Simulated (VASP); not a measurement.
A run of VASP 6.6.1:

INCAR

```
PREC = Accurate
ENCUT = 600
EDIFF = 1E-6
ISMEAR = 0
SIGMA = 0.01
LREAL = F
LASPH = T
NELM = 120
ALGO = Normal
ISIF = 2
LWAVE = F
LCHARG = F
GGA = PS
NBANDS = 15
GGA_COMPAT = F
```

KPOINTS

```
regular mesh
0
Gamma
  8 8 8
```

The input POSCAR:

```
KF
1.0
    0.0000000000      2.6544134050      2.6544134050
    2.6544134050      0.0000000000      2.6544134050
    2.6544134050      2.6544134050      0.0000000000
K F
1 1
Direct
    0.0000000000      0.0000000000      0.0000000000
    0.5000000000      0.5000000000      0.5000000000
```

Potentials or basis: VASP PAW PBE potentials, release 64 (K_sv, F).

Launch:

```sh
$ cat potpaw_PBE.64/K_sv/POTCAR potpaw_PBE.64/F/POTCAR > POTCAR
$ mpirun -np 1 vasp_std > vasp.out
```

Hardware: 1 thread of Intel Xeon 8259CL (shared host).

**Question.** Estimate the wall time of this run.

**Answer.** It took 36 s on 1 thread of Intel Xeon 8259CL (shared host), peak memory 0.15 GiB. Counts: scf iterations 13, k points 29.
